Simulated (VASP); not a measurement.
P: relaxation of cell and atoms with PBE

P:

```xyz
3
Lattice="3.4584 0.0000 0.0000 -1.7292 2.9951 0.0000 0.0000 0.0000 2.0818" Properties=species:S:1:pos:R:3 pbc="T T T"
P     0.0000    0.0000    0.0000
P     0.0000    1.9967    1.0409
P     1.7292    0.9984    1.0409
```

* Program: VASP 6.6.1
* Task: relaxation of cell and atoms
* Functional: PBE
* Potentials or basis: VASP PAW PBE potentials, release 64 (P)
* Cutoff: 600 eV
* k mesh: 11 × 11 × 15
* Occupations: fermi-dirac, width 0.1 eV
* Spin: no spin polarisation
* Target pressure: 270 GPa
* Dipole correction: no
* Further INCAR settings: ALGO = Normal; EDIFF = 1e-06; IBRION = 2; EDIFFG = -0.005; NSW = 32; ISIF = 3

| Item | Value |
| --- | --- |
| Relaxed volume | 7.16 Å³/atom |
| Relaxed cell | a = 3.452 Å, b = 3.452 Å, c = 2.081 Å, α = 90.00°, β = 90.00°, γ = 120.00° |
| Space group after relaxing (to 0.05 Å) | P6/mmm (No. 191) |
| Energy change on relaxing (the enthalpy is what falls) | +50.7 meV/atom |
| Ionic steps | 6 |
| Pressure after relaxing | 270.1 GPa |

Step by step:
```
step  energy change (eV)  largest force (eV/Å)  pressure (GPa)  volume (Å³)
   1              0.0000                0.0000          265.99        21.56
   2              0.9686                0.0000          292.08        21.01
   3              0.1501                0.0000          270.02        21.47
   4              0.1531                0.0000          270.09        21.47
   5              0.1516                0.0000          270.03        21.47
   6              0.1522                0.0000          270.06        21.47
```

Final structure:
```
P
1.0
     3.45213    0.00000    0.00000
    -1.72607    2.98963    0.00000
     0.00000    0.00000    2.08054
P
3
Direct
  0.00000 0.00000 0.00000
  0.33333 0.66667 0.50000
  0.66667 0.33333 0.50000
```

Levels at points of the mesh, in eV from the Fermi level:
```
           k point  band 6  band 7  band 8  band 9  band 10  band 11
(0.00, 0.00, 0.00)   -8.91   -8.63    4.68    6.02    14.87    15.41
```

Wall time 96 s on 1 thread of AMD EPYC 7R43 64-Core Processor (Zen 3), with other jobs on the host, peak memory 0.11 GiB.

Caveat: the cell is relaxed towards a set pressure, so the enthalpy falls and the energy may rise; the bands computed are all filled at some k points, so no gap is given.
